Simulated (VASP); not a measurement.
A run of VASP 6.6.1 is set up as follows.

INCAR

```
PREC = Accurate
ENCUT = 520
EDIFF = 1E-6
ISMEAR = -1
SIGMA = 0.08
LREAL = False
LASPH = True
NELM = 60
ALGO = Normal
ISIF = 2
LWAVE = False
LCHARG = False
GGA = PS
NBANDS = 12
```

Contents of KPOINTS:

```
regular mesh
0
Gamma
  19 19 19
```

POSCAR

```
Cu
1.0
    0.0000000000      1.8075000000      1.7532750000
    1.8075000000      0.0000000000      1.7532750000
    1.8075000000      1.8075000000      0.0000000000
Cu
1
Direct
    0.0000000000      0.0000000000      0.0000000000
```

Potentials or basis: VASP PAW PBE potentials, release 64 (Cu).

The run is started by

```console
$ cat potpaw_PBE.64/Cu/POTCAR > POTCAR
$ mpirun -np 1 vasp_std > vasp.out
```

Estimate the pressure.

-1.3 GPa.

Stress tensor (GPa, compression positive):
```
-1.78  0.00  0.00
 0.00 -1.78  0.00
 0.00  0.00 -0.44
```

Caveat: the cell differs from its parent crystal (zz strain of -3 %); the PAW data sets were made with another functional, which shifts forces and pressure a little.
